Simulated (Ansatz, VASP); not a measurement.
# Se in VASP and in Ansatz

```
Se
1.0
     3.88549    0.00000    0.00000
    -1.94275    3.36494    0.00000
     0.00000    0.00000    5.13970
Se
3
Direct
  0.26108 0.00000 0.33333
  0.00000 0.26108 0.66667
  0.73892 0.73892 0.00000
```

Alike in both runs: task single point; functional PBEsol; dispersion D3(BJ); k mesh 12 × 12 × 8; occupations gaussian, width 0.03 eV; no spin polarisation.

|  | VASP | Ansatz |
| --- | --- | --- |
| version | VASP 6.6.1 | Ansatz 0.2.0 |
| potentials or method | VASP PAW PBE potentials, release 64 (Se), cutoff 520 eV | scalar-relativistic, plane waves, PAW |
| valence electrons in the cell | 18 | 48 |

|  | VASP | Ansatz | Ansatz less VASP |
| --- | --- | --- | --- |
| gap on the k mesh at the Fermi level (eV) | 0.20 | 0.20 | +0.008 |
| least direct gap on the mesh (eV) | 0.20 | 0.20 | +0.008 |
| pressure (GPa) | 0.1 | 0.0 | -0.19 |
| traceless stress, the component that is largest in VASP (GPa) | 0.10 | 0.02 | -0.079 |
| rms of the force components (eV/Å) | 0.016 | 0.000 | -0.0157 |

VASP's potentials were made for PBE, not for PBEsol. Atom by atom the forces differ by 0.016 eV/Å (rms over components). VASP's potentials hold 18 valence electrons a cell and Ansatz's 48, so a difference there can come from the potentials and not from the codes.
